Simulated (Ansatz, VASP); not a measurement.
# Two plane-wave programs on Mo

```
Mo
1.0
    -1.61583    1.61583    1.61583
     1.61583   -1.61583    1.61583
     1.61583    1.61583   -1.61583
Mo
1
Direct
  0.00000 0.00000 0.00000
```

Alike in both runs: task relaxation of cell and atoms; functional PBE; k mesh 8 × 8 × 8; no spin polarisation.

```csv
,VASP,Ansatz
version,VASP 6.6.1,Ansatz 0.2.0
potentials or method,"VASP PAW PBE potentials, release 64 (Mo_sv), cutoff 500 eV",PAW plane waves
occupations,"methfessel-paxton of order 1, width 0.1 eV","cold, width 0.1 eV"
valence electrons in the cell,14,14
```

```tsv
	VASP	Ansatz	Ansatz less VASP
gap on the k mesh at the Fermi level, each at its own relaxed structure (eV)	none	none	-
relaxed volume (Å³/atom)	15.86	15.84	-0.019
relaxed cell length with the largest relative difference (Å)	2.741	2.740	-0.0011
```

A gap of «none» marks a metal or a gap that the smearing closes.
